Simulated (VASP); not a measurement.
Here is a VASP 6.6.1 calculation.

POSCAR

```
Ti
1.0
    2.9214167741      0.0000000000      0.0000000000
   -1.4607083871      2.5300211414      0.0000000000
    0.0000000000      0.0000000000      4.6325227496
Ti
2
Direct
    0.3333333333      0.6666666667      0.2500000000
    0.6666666667      0.3333333333      0.7500000000
```

INCAR.step1

```
PREC = Accurate
ENCUT = 600
ISMEAR = -1
SIGMA = 0.15
LREAL = False
LASPH = True
NELM = 60
GGA = PE
ALGO = Normal
EDIFF = 1E-4
LWAVE = True
LCHARG = False
```

File INCAR.step2:

```
PREC = Accurate
ENCUT = 600
EDIFF = 1E-6
ISMEAR = -1
SIGMA = 0.15
LREAL = False
LASPH = True
NELM = 60
ALGO = Normal
ISIF = 4
LWAVE = False
LCHARG = False
METAGGA = R2SCAN
LMIXTAU = True
IBRION = 2
NSW = 80
EDIFFG = -0.001
ISTART = 1
```

The input KPOINTS:

```
regular mesh
0
Gamma
  18 18 10
```

Potentials or basis: VASP PAW PBE potentials, release 64 (Ti_sv).

The run is started by

```bash
$ cat potpaw_PBE.64/Ti_sv/POTCAR > POTCAR
$ cp INCAR.step1 INCAR
$ mpirun -np 1 vasp_std > vasp.out
$ cp INCAR.step2 INCAR
$ mpirun -np 1 vasp_std > vasp.out
```

(1) Estimate the band gap on the k mesh.

Results:

(1) zero (bands 12 and 13 overlap by 1.25 eV).
